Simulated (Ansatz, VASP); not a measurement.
**GaIr: VASP beside Ansatz**

```
Ga Ir
1.0
     3.06408    0.00000    0.00000
     0.00000    3.06408    0.00000
     0.00000    0.00000    3.00400
Ga Ir
1 1
Direct
  0.00000 0.00000 0.00000
  0.50000 0.50000 0.50000
```

Change from the starting cell: equal xx and yy strain of +2 %.

Alike in both runs: task single point; functional PBEsol; k mesh 12 × 12 × 12; occupations fermi-dirac, width 0.05 eV; no spin polarisation.

```csv
,VASP,Ansatz
version,VASP 6.6.1,Ansatz 0.2.0
potentials or method,"VASP PAW PBE potentials, release 64 (Ga_d, Ir), cutoff 520 eV","all-electron LAPW, scalar-relativistic"
```

VASP gave:

* pressure (GPa): -4.9
* traceless stress, the component that is largest in VASP (GPa): 1.79

**Question.** Estimate Ansatz's values.

**Answer.** Pressure (GPa): -5.4; traceless stress, the component that is largest in VASP (GPa): 1.80.

VASP's potentials were made for PBE, not for PBEsol. Ansatz ran all-electron here, and VASP with PAW potentials.

Spin-orbit coupling is off throughout.
